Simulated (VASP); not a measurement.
Set up this calculation in VASP 6.6.1, as the native input.

| Item | Value |
| --- | --- |
| Task | single point |
| Functional | LDA |
| Potentials or basis | VASP PAW LDA potentials, release 64 (Si) |
| Cutoff | 520 eV |
| k mesh | 10 × 10 × 10 |
| Occupations | gaussian, width 0.05 eV |
| Spin | no spin polarisation |
| Dipole correction | no |
| Further INCAR settings | ALGO = Normal; EDIFF = 1e-06; NBANDS = 11 |

The structure of Si lies in POSCAR:

```
Si
1.0
    0.0203660250      2.7154700000      2.7154700000
    2.7358360250      0.0000000000      2.7358360250
    2.7154700000      2.7154700000      0.0203660250
Si
2
Direct
    0.5000000000      0.5000000000      0.5000000000
    0.7500000000      0.7500000000      0.7500000000
```

This cell differs from its parent crystal: strain +0.0150 x Voigt [0, 0, 0, 0, 1, 0].

These files were run (other wordings do the same):

INCAR

```
PREC     = Accurate       # precision mode
ENCUT    = 520            # plane-wave cutoff, eV
EDIFF    = 1E-6           # SCF threshold, eV
ISMEAR   = 0              # smearing method
SIGMA    = 0.05           # smearing width, eV
LREAL    = False          # projectors in reciprocal space
LASPH    = True           # aspherical terms in the spheres
NELM     = 100            # most SCF steps
ALGO     = Normal         # electronic algorithm
ISIF     = 2              # what is computed and relaxed
LWAVE    = False          # write WAVECAR
LCHARG   = True           # write CHGCAR
GGA      = CA             # functional
LELF     = True           # ELF
LVHAR    = True         
NBANDS   = 11             # bands
```

KPOINTS

```
Automatic mesh
0
Gamma
  10 10 10
```

Potentials or basis: VASP PAW LDA potentials, release 64 (Si).

Run with:

```bash
$ cat potpaw_LDA.64/Si/POTCAR > POTCAR
$ mpirun -np 1 vasp_std > vasp.out
```

Results of the run:

The pressure is -1.4 GPa. The largest force is 0.139 eV/Å. The band gap on the k mesh is 0.45 eV, indirect (least direct gap 2.39 eV).

Caveat: the cell differs from its parent crystal (strain +0.0150 x Voigt [0, 0, 0, 0, 1, 0]).

Run time: 74 s on 1 thread of Intel(R) Xeon(R) Platinum 8259CL CPU @ 2.50GHz (Skylake/Cascade Lake) (shared host), peak memory 0.18 GiB.
